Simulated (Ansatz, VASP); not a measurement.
**One calculation of BeS5, two programs**

```xyz
6
Lattice="0.0000 3.6939 3.6939 3.6939 0.0000 3.6939 3.6939 3.6939 0.0000" Properties=species:S:1:pos:R:3 pbc="T T T"
Be    0.0000    0.0000    0.0000
S     4.6164    4.6164    2.7713
S     4.6164    2.7713    4.6164
S     2.7713    4.6164    4.6164
S     2.7713    2.7713    2.7713
S     5.5408    5.5408    5.5408
```

Change from the starting cell: species swapped into the Be5Au type (F-43m, No. 216).

Alike in both runs: functional PBE; k mesh 4 × 4 × 4; occupations gaussian, width 0.1 eV; no spin polarisation.

Ansatz relaxed the structure, and its values are those at the end. VASP's run is a single point on that final structure, the one shown.

|  | VASP | Ansatz |
| --- | --- | --- |
| version | VASP 6.6.1 | Ansatz 0.2.0 |
| potentials or method | VASP PAW PBE potentials, release 64 (Be, S), cutoff 520 eV | scalar-relativistic, plane waves, PAW |
| valence electrons in the cell | 32 | 32 |

|  | VASP | Ansatz | Ansatz less VASP |
| --- | --- | --- | --- |
| gap on the k mesh at the Fermi level (eV) | none | none | - |
| pressure (GPa) | -0.3 | -0.2 | +0.11 |
| rms of the force components (eV/Å) | 0.005 | 0.004 | -0.0012 |

A gap of «none» marks a metal or a gap that the smearing closes.

The k mesh is coarse, so the values compare programs but aren't converged.
